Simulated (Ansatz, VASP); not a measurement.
## KSrAg4 in VASP and in Ansatz

File INCAR:

```
ALGO     = Fast           # electronic algorithm
EDIFF    = 1E-6           # SCF threshold, eV
EDIFFG   = -0.01          # ionic threshold
ENCUT    = 600            # plane-wave cutoff, eV
GGA      = PE             # functional
IBRION   = 2              # ionic algorithm
ISIF     = 3              # what is computed and relaxed
ISMEAR   = 0              # smearing method
LASPH    = T              # aspherical terms in the spheres
LCHARG   = F              # write CHGCAR
LREAL    = F              # projectors in reciprocal space
LWAVE    = F              # write WAVECAR
NELM     = 80             # most SCF steps
NSW      = 100            # ionic steps
PREC     = Accurate       # precision mode
SIGMA    = 0.1            # smearing width, eV
```

KPOINTS

```
k-points
0
Gamma
  8 8 8
```

Contents of POSCAR:

```
KSrAg4
1.0
    0.0000000000      4.2137695187      4.2137695187
    4.2137695187      0.0000000000      4.2137695187
    4.2137695187      4.2137695187      0.0000000000
K Sr Ag
1 1 4
Direct
    0.0000000000      0.0000000000      0.0000000000
    0.2500000000      0.2500000000      0.2500000000
    0.1250180101      0.6249939966      0.6249939966
    0.6249939966      0.1250180101      0.6249939966
    0.6249939966      0.6249939966      0.1250180101
    0.6249939966      0.6249939966      0.6249939966
```

Input for Ansatz:

```yaml
crystal:
  lattice:
    - [0.0, 4.2137695187, 4.2137695187]
    - [4.2137695187, 0.0, 4.2137695187]
    - [4.2137695187, 4.2137695187, 0.0]
  atoms:
    - { symbol: K, position: [0.0, 0.0, 0.0] }
    - { symbol: Sr, position: [0.25, 0.25, 0.25] }
    - { symbol: Ag, position: [0.1250180101, 0.6249939966, 0.6249939966] }
    - { symbol: Ag, position: [0.6249939966, 0.1250180101, 0.6249939966] }
    - { symbol: Ag, position: [0.6249939966, 0.6249939966, 0.1250180101] }
    - { symbol: Ag, position: [0.6249939966, 0.6249939966, 0.6249939966] }
basis:
  ecutwfc: 420
kpoints:
  mp_grid: { grid: [8, 8, 8] }
hamiltonian:
  xc: pbe
scf:
  occupations: { method: gaussian, width: 0.1 }
output:
  forces: true
  stress: true
  eigenvalues: true
  write_density: true
  write_potential: true
  elf: true
  volumetric_format: npy
relax:
  adjacent_minimum: "off"
  f_tol: 0.01
  max_steps: 80
  cell: { stress_tol: 0.05 }
```

Change from the starting cell: species swapped into the HoCdNi4 type (F-43m, No. 216).

Alike in both runs: task relaxation of cell and atoms; functional PBE; k mesh 8 × 8 × 8; occupations gaussian, width 0.1 eV; no spin polarisation.

|  | VASP | Ansatz |
| --- | --- | --- |
| version | VASP 6.6.1 | Ansatz 0.2.0 |
| potentials or method | VASP PAW PBE potentials, release 64 (K_sv, Sr_sv, Ag), cutoff 600 eV | scalar-relativistic, plane waves, PAW |
| valence electrons in the cell | 63 | 95 |

|  | VASP | Ansatz | Ansatz less VASP |
| --- | --- | --- | --- |
| gap on the k mesh at the Fermi level, each at its own relaxed structure (eV) | none | none | - |
| relaxed volume (Å³/atom) | 24.94 | 24.94 | 0.000 |
| relaxed cell length with the largest relative difference (Å) | 5.959 | 5.959 | 0.0000 |

A gap of «none» marks a metal or a gap that the smearing closes. VASP's potentials hold 63 valence electrons a cell and Ansatz's 95, so a difference there can come from the potentials and not from the codes.

Noted on VASP's run: the relaxation stopped at its first step, so nothing moved.
